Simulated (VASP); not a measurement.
# Rh (P6_3/mmc) in VASP: notebook

Rh is run at these levels: PBE; tasks: single point.

Everything below comes from runs of VASP 6.6.1. Logs are shortened: lines on timing, memory, paths and dates and some standing lists are left out, and cuts for length are marked.

## Step 1: The cell of the first run

The structure is hexagonal, space group P6_3/mmc (No. 194). The conventional cell has a = 2.644 Å, b = 2.644 Å, c = 4.519 Å, α = 90.00°, β = 90.00°, γ = 120.00°. Within 3.5 Å of Rh (site symmetry -6m2) lie 12 Rh at 2.64 to 2.73 Å.

This isn't the form of Rh at room conditions, which is fcc.

## Step 2: Single point, PBE (13.68 Å³/atom)

Contents of INCAR:

```
ALGO     = Fast           # electronic algorithm
EDIFF    = 1E-7           # SCF threshold, eV
ENCUT    = 520            # plane-wave cutoff, eV
GGA      = PE             # functional
ISIF     = 2              # what is computed and relaxed
ISMEAR   = 0              # smearing method
LASPH    = T              # aspherical terms in the spheres
LCHARG   = F              # write CHGCAR
LREAL    = F              # projectors in reciprocal space
LWAVE    = F              # write WAVECAR
NBANDS   = 22             # bands
NELM     = 80             # most SCF steps
PREC     = Accurate       # precision mode
SIGMA    = 0.15           # smearing width, eV
```

Contents of KPOINTS:

```
k-points
0
Gamma
  21 21 12
```

Contents of POSCAR:

```
Rh
1.0
    2.6437074070      0.0000000000      0.0000000000
   -1.3218537035      2.2895177746      0.0000000000
    0.0000000000      0.0000000000      4.5188890708
Rh
2
Direct
    0.6666666667      0.3333333333      0.7500000000
    0.3333333333      0.6666666667      0.2500000000
```

Potentials or basis: VASP PAW PBE potentials, release 64 (Rh_pv).

Started as:

```sh
$ cat potpaw_PBE.64/Rh_pv/POTCAR > POTCAR
$ mpirun -np 1 vasp_std > vasp.out
```

OUTCAR:

```text
EDIFF = 1E-7
   ENCUT = 520
   GGA = PE
   ISIF = 2
   ISMEAR = 0
   LASPH = T
   LREAL = F
   NELM = 80
   PREC = Accurate

 ion  position               nearest neighbor table
   1  0.667  0.333  0.750-   2 2.73   2 2.73   2 2.73   2 2.73   2 2.73   2 2.73
   2  0.333  0.667  0.250-   1 2.73   1 2.73   1 2.73   1 2.73   1 2.73   1 2.73

  LATTYP: Found a hexagonal cell.
 ALAT       =     2.6437074070
 C/A-ratio  =     1.7093000000

  Lattice vectors:

 A1 = (   2.6437074070,   0.0000000000,   0.0000000000)
 A2 = (  -1.3218537035,   2.2895177746,   0.0000000000)
 A3 = (   0.0000000000,   0.0000000000,   4.5188890708)

Analysis of symmetry for initial positions (statically):
=====================================================================
 Subroutine PRICEL returns:
 Original cell was already a primitive cell.

 Routine SETGRP: Setting up the symmetry group for a
 hexagonal supercell.

 Subroutine GETGRP returns: Found 24 space group operations
 (whereof 12 operations were pure point group operations)
 out of a pool of 24 trial point group operations.

The static configuration has the point symmetry D_3d.
 The point group associated with its full space group is D_6h.

Analysis of symmetry for dynamics (positions and initial velocities):
=====================================================================
 Subroutine PRICEL returns:
 Original cell was already a primitive cell.

 Routine SETGRP: Setting up the symmetry group for a
 hexagonal supercell.

 Subroutine GETGRP returns: Found 24 space group operations
 (whereof 12 operations were pure point group operations)
 out of a pool of 24 trial point group operations.

The dynamic configuration has the point symmetry D_3d.
 The point group associated with its full space group is D_6h.

 Subroutine INISYM returns: Found 24 space group operations
 (whereof 12 operations are pure point group operations),
 and found     1 'primitive' translations

----------------------------------------------------------------------------------------

                                     Primitive cell
[... 76 lines left out ...]
   dimension x,y,z NGX =    20 NGY =   20 NGZ =   36
   dimension x,y,z NGXF=    40 NGYF=   40 NGZF=   72
   ions per type =               2
   NGX,Y,Z   is equivalent  to a cutoff of  12.58, 12.58, 13.24 a.u.
   NGXF,Y,Z  is equivalent  to a cutoff of  25.15, 25.15, 26.49 a.u.
 SYSTEM =  unknown system
   PREC   = accura    normal or accurate (medium, high low for compatibility)
   ISTART =      0    job   : 0-new  1-cont  2-samecut
   ICHARG =      2    charge: 1-file 2-atom 10-const
   ISPIN  =      1    spin polarized calculation?
   LNONCOLLINEAR =      F non collinear calculations
   LSORBIT =      F    spin-orbit coupling
   LASPH  =      T    aspherical Exc in radial PAW
   ENCUT  =  520.0 eV  38.22 Ry    6.18 a.u.   4.92  4.92  8.40*2*pi/ulx,y,z
   NELM   =     80;   NELMIN=  2; NELMDL= -5     # of ELM steps
   EDIFF  = 0.1E-06   stopping-criterion for ELM
   LREAL  =      F    real-space projection
   EDIFFG = 0.1E-05   stopping-criterion for IOM
   NSW    =      0    number of steps for IOM
   IBRION =     -1    ionic relax: 0-MD 1-quasi-New 2-CG
   NFREE  =      0    steps in history (QN), initial steepest desc. (CG)
   ISIF   =      2    stress and relaxation
   ISYM   =      2    0-nonsym 1-usesym 2-fastsym
   POTIM  = 0.5000    time-step for ionic-motion
   TEBEG  =    0.0;   TEEND  =   0.0 temperature during run
   PSTRESS=    0.0 pullay stress
   NELECT =      30.0000    total number of electrons
   NUPDOWN=      -1.0000    fix difference up-down
   EMIN   =  10.00;   EMAX   =-10.00  energy-range for DOS
   EFERMI =   0.00;   METHOD = LEGACY
   ISMEAR =     0;   SIGMA  =   0.15  broadening in eV -4-tet -1-fermi 0-gaus
   EFERMI_NEDOS =   21; number of points for ismear=-14 and -15
   IALGO  =     68    algorithm
   IMIX   =      4    mixing-type and parameters
     AMIX     =   0.40;   BMIX     =  1.00
     AMIX_MAG =   1.60;   BMIX_MAG =  1.00
  volume/ion in A,a.u.               =      13.68        92.29
  Fermi-wavevector in a.u.,A,eV,Ry     =   1.688310  3.190443 38.781924  2.850391
  Thomas-Fermi vector in A             =   2.770639
   LORBIT       =      0    0 simple, 1 ext, 2 COOP (PROOUT), +10 PAW based schemes
   GGA     = PE    functional components
   LHFCALC =     F    Hartree Fock is set to
   AEXX    =    0.0000 exact exchange contribution
   IVDW    =     0    specifies the selected vdW correction
   LEPSILON=     F    determine dielectric tensor
   LRPA    =     F    only Hartree local field effects (RPA)
 non-spin polarized calculation
 RMM-DIIS sequential band-by-band and
 Gauss-broadening in eV      SIGMA  =   0.15
  energy-cutoff  :      520.00
  volume of cell :       27.35
 maximum number of plane-waves:       768
 NGX is ok and might be reduce to    20
   NGX =  9   NGY =  9   NGZ = 17

 number of electron      29.9999988 magnetization

 Free energy of the ion-electron system (eV)
  ---------------------------------------------------
  ext. energy  EPLUGINS =         0.00000000
  ---------------------------------------------------
  free energy    TOTEN  =       -14.38441329 eV

  energy without entropy =      -14.34881121  energy(sigma->0) =      -14.36661225

 E-fermi :  12.0478     XC(G=0): -14.0619

 val. band max:       12.0458069363   @ k =   0.0952   0.0000   0.3333
 cond. band min:      12.0504821725   @ k =   0.2381   0.0000   0.3333
 fundamental gap:      0.0046752361
 Fermi energy:        12.0478029700

 k-point     1 :       0.0000    0.0000    0.0000
  band No.  band energies     occupation
      1     -35.0372      2.00000
      2     -34.4359      2.00000
      3     -34.4359      2.00000
      4     -34.3760      2.00000
      5     -34.3569      2.00000
      6     -34.3569      2.00000
[... 589 lines left out ...]
     21      28.4271      0.00000
     22      29.6900      0.00000

 [... further k-points ...]
[... 5 lines left out ...]
  --------------------------------------------------------------------------------------
  -------------------------------------------------------------------------------------
  Total        2.5332511      2.5332511     -0.3041641      0.0000000     -0.0000000      0.0000000
  in kB      148.3883247    148.3883247    -17.8167910      0.0000000     -0.0000000      0.0000000
  external PRESSURE =      92.9866195 kB  Pullay stress =       0.0000000 kB

 VOLUME and BASIS-vectors are now :
 -----------------------------------------------------------------------------
  energy-cutoff  :      520.00
  volume of cell :       27.35
      direct lattice vectors                 reciprocal lattice vectors
     2.643707407  0.000000000  0.000000000     0.378256685  0.218386599  0.000000000
    -1.321853703  2.289517775  0.000000000     0.000000000  0.436773198  0.000000000
     0.000000000  0.000000000  4.518889071     0.000000000  0.000000000  0.221293328

 POSITION                                       TOTAL-FORCE (eV/Angst)
 -----------------------------------------------------------------------------------
      1.32185      0.76317      3.38917        -0.000000      0.000000      0.000000
     -0.00000      1.52635      1.12972         0.000000     -0.000000      0.000000
 -----------------------------------------------------------------------------------
    total drift:                               -0.000000      0.000000     -0.000000

  FREE ENERGIE OF THE ION-ELECTRON SYSTEM (eV)
  ---------------------------------------------------
  free  energy   TOTEN  =       -14.3844132898 eV

  energy  without entropy=      -14.3488112116  energy(sigma->0) =      -14.36661225
```

OSZICAR:

```text
N       E                     dE             d eps       ncg     rms          rms(c)
DAV:   1     0.327237685342E+03    0.32724E+03   -0.19054E+04 14870   0.159E+03
DAV:   2    -0.815722052601E+01   -0.33539E+03   -0.32332E+03 15342   0.474E+02
DAV:   3    -0.152935902853E+02   -0.71364E+01   -0.70931E+01 17418   0.780E+01
DAV:   4    -0.153408746906E+02   -0.47284E-01   -0.47280E-01 16524   0.640E+00
DAV:   5    -0.153416153583E+02   -0.74067E-03   -0.74066E-03 17490   0.826E-01    0.148E+01
RMM:   6    -0.144216345194E+02    0.91998E+00   -0.20345E+00 15221   0.122E+01    0.542E+00
RMM:   7    -0.143904098039E+02    0.31225E-01   -0.10869E-01 15653   0.269E+00    0.225E+00
RMM:   8    -0.143853541913E+02    0.50556E-02   -0.21492E-02 16206   0.141E+00    0.444E-01
RMM:   9    -0.143844018165E+02    0.95237E-03   -0.22791E-03 17217   0.448E-01    0.324E-02
RMM:  10    -0.143844151316E+02   -0.13315E-04   -0.24976E-04 17380   0.163E-01    0.191E-02
RMM:  11    -0.143844147932E+02    0.33844E-06   -0.27628E-05 17934   0.577E-02    0.722E-03
RMM:  12    -0.143844128675E+02    0.19257E-05   -0.74589E-06 17973   0.292E-02    0.222E-03
RMM:  13    -0.143844133460E+02   -0.47859E-06   -0.23423E-06 18910   0.155E-02    0.909E-04
RMM:  14    -0.143844132898E+02    0.56250E-07   -0.53833E-07 14414   0.734E-03
   1 F= -.14384413E+02 E0= -.14366612E+02  d E =-.356021E-01
```

Wall time 71 s (1 thread of Intel Xeon 6975P-C (Granite Rapids), shared host); peak memory 0.26 GiB.

Results:

```yaml
Free_energy: -14.3844 eV
Pressure: 9.3 GPa
Band_gap_on_the_k_mesh: zero (bands 15 and 16 overlap by 2.51 eV)
```

Levels at points of the mesh, in eV from the Fermi level:
```
           k point  band 12  band 13  band 14  band 15  band 16  band 17  band 18  band 19
(0.00, 0.00, 0.00)    -2.59    -2.59    -1.50    -1.50     0.21     0.21     0.23     7.93
(0.00, 0.00, 0.50)    -3.03    -3.03    -3.03    -0.36    -0.36    -0.36    -0.36    14.20
```

Caveat: the cell stands under pressure.

## Step 3: Single point, PBE (13.68 Å³/atom)

Contents of INCAR:

```
PREC = Accurate
ENCUT = 520
EDIFF = 1E-7
ISMEAR = 0
SIGMA = 0.15
LREAL = F
LASPH = T
NELM = 80
ALGO = Fast
ISIF = 2
LWAVE = F
LCHARG = T
GGA = PE
LELF = T
LVHAR = T
NBANDS = 22
```

Contents of KPOINTS:

```
Automatic mesh
0
Gamma
  21 21 12
```

Contents of POSCAR:

```
Rh
1.0
    2.8079900208      0.0000000000      0.0000000000
   -1.4039950104      2.4317906915      0.0000000000
    0.0000000000      0.0000000000      4.0055977646
Rh
2
Direct
    0.6666666667      0.3333333333      0.7500000000
    0.3333333333      0.6666666667      0.2500000000
```

Potentials or basis: VASP PAW PBE potentials, release 64 (Rh_pv).

Started as:

```sh
$ cat potpaw_PBE.64/Rh_pv/POTCAR > POTCAR
$ mpirun -np 1 vasp_std > vasp.out
```

Run time: 76 s. Hardware: 1 thread of Intel Xeon 6975P-C (Granite Rapids), shared host; peak memory 0.26 GiB.

The run converged. Its results:

| Item | Value |
| --- | --- |
| Free energy | -14.2063 eV |
| Pressure | 13.6 GPa |
| Band gap on the k mesh | zero (bands 15 and 16 overlap by 1.88 eV) |

Stress tensor (GPa, compression positive):
```
 3.13  0.00  0.00
 0.00  3.13  0.00
 0.00  0.00 34.47
```

Levels at points of the mesh, in eV from the Fermi level:
```
           k point  band 11  band 12  band 13  band 14  band 15  band 16  band 17  band 18  band 19  band 20
(0.00, 0.00, 0.00)    -2.78    -2.78    -2.37    -2.37    -2.14     0.14     0.14     2.18    10.55    15.19
(0.00, 0.00, 0.50)    -3.62    -3.62    -2.66    -2.66    -0.28    -0.28    -0.28    -0.28    14.84    14.84
```

Caveat: the cell stands under pressure.

[end of part 1 of 2]
